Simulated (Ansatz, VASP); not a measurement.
# Cr in VASP and in Ansatz

File INCAR:

```
PREC = Accurate
ENCUT = 520
EDIFF = 1E-7
ISMEAR = 0
SIGMA = 0.1
LREAL = F
LASPH = T
NELM = 80
ALGO = Normal
ISIF = 2
LWAVE = F
LCHARG = F
GGA = PS
NBANDS = 12
```

Contents of KPOINTS:

```
Automatic mesh
0
Gamma
  20 20 20
```

Contents of POSCAR:

```
Cr
1.0
   -1.3928710850      1.3928710850      1.3928710850
    1.3928710850     -1.3928710850      1.3928710850
    1.3928710850      1.3928710850     -1.3928710850
Cr
1
Direct
    0.0000000000      0.0000000000      0.0000000000
```

Input for Ansatz:

```yaml
crystal:
  lattice:
    - [-1.392871085, 1.392871085, 1.392871085]
    - [1.392871085, -1.392871085, 1.392871085]
    - [1.392871085, 1.392871085, -1.392871085]
  atoms:
    - { symbol: Cr, position: [0.0, 0.0, 0.0] }
basis:
  ecutwfc: 420
kpoints:
  mp_grid: { grid: [20, 20, 20] }
hamiltonian:
  xc: pbesol
scf:
  occupations: { method: gaussian, width: 0.1 }
output:
  forces: true
  stress: true
  eigenvalues: true
  write_density: true
  write_potential: true
  elf: true
  volumetric_format: npy
```

Alike in both runs: task single point; functional PBEsol; k mesh 20 × 20 × 20; occupations gaussian, width 0.1 eV; no spin polarisation.

```csv
,VASP,Ansatz
version,VASP 6.6.1,Ansatz 0.2.0
potentials or method,"VASP PAW PBE potentials, release 64 (Cr_pv), cutoff 520 eV","scalar-relativistic, plane waves, PAW"
valence electrons in the cell,12,14
```

|  | VASP | Ansatz | Ansatz less VASP |
| --- | --- | --- | --- |
| gap on the k mesh at the Fermi level (eV) | none | none | - |
| pressure (GPa) | 8.6 | 9.2 | +0.56 |

VASP's potentials were made for PBE, not for PBEsol. A gap of «none» marks a metal or a gap that the smearing closes. VASP's potentials hold 12 valence electrons a cell and Ansatz's 14, so a difference there can come from the potentials and not from the codes.
